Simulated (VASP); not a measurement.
Here is a VASP 6.6.1 calculation.

The input INCAR:

```
SYSTEM = ZnS
PREC = Accurate ; ENCUT = 520
EDIFF = 1E-6 ; ISMEAR = -1
SIGMA = 0.01 ; LREAL = .FALSE.
LASPH = .TRUE. ; NELM = 100
ALGO = Normal ; ISIF = 2
LWAVE = .FALSE. ; LCHARG = .TRUE.
GGA = PE ; LELF = .TRUE.
LVHAR = .TRUE. ; NBANDS = 16
```

Contents of KPOINTS:

```
regular mesh
0
G
  8 8 8
  0 0 0
```

File POSCAR:

```
ZnS
1.0
    0.0000000000      2.7046500000      2.7316965000
    2.7046500000      0.0000000000      2.7316965000
    2.7046500000      2.7046500000      0.0000000000
Zn S
1 1
Direct
    0.0000000000      0.0000000000      0.0000000000
    0.7500000000      0.7500000000      0.7500000000
```

Potentials or basis: VASP PAW PBE potentials, release 64 (Zn, S).

Run with:

```console
$ cat potpaw_PBE.64/Zn/POTCAR potpaw_PBE.64/S/POTCAR > POTCAR
$ mpirun -np 1 vasp_std > vasp.out
```

(1) What does it give for the pressure?

(2) What does it give for the band gap on the k mesh?

## Answers

(1) 0.8 GPa.

(2) 2.05 eV, direct.

Caveat: the cell differs from its parent crystal (zz strain of +1 %).
